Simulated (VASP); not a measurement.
Input of a VASP 6.6.1 run:

The input INCAR:

```
ALGO = Fast ; EDIFF = 1E-6
ENCUT = 520 ; GGA = PE
ISIF = 2 ; ISMEAR = 0
LASPH = T ; LCHARG = F
LREAL = F ; LWAVE = F
NBANDS = 12 ; NELM = 100
PREC = Accurate ; SIGMA = 0.15
```

Contents of KPOINTS:

```
k-points
0
Gamma
  22 22 22
```

The input POSCAR:

```
Ag
1.0
   -1.6556540000      1.6556540000      1.6556540000
    1.6556540000     -1.6556540000      1.6556540000
    1.6556540000      1.6556540000     -1.6556540000
Ag
1
Direct
    0.0000000000      0.0000000000      0.0000000000
```

Potentials or basis: VASP PAW PBE potentials, release 64 (Ag).

Command:

```bash
$ cat potpaw_PBE.64/Ag/POTCAR > POTCAR
$ mpirun -np 1 vasp_std > vasp.out
```

(1) Predict the pressure.

Answers

(1) -0.8 GPa.
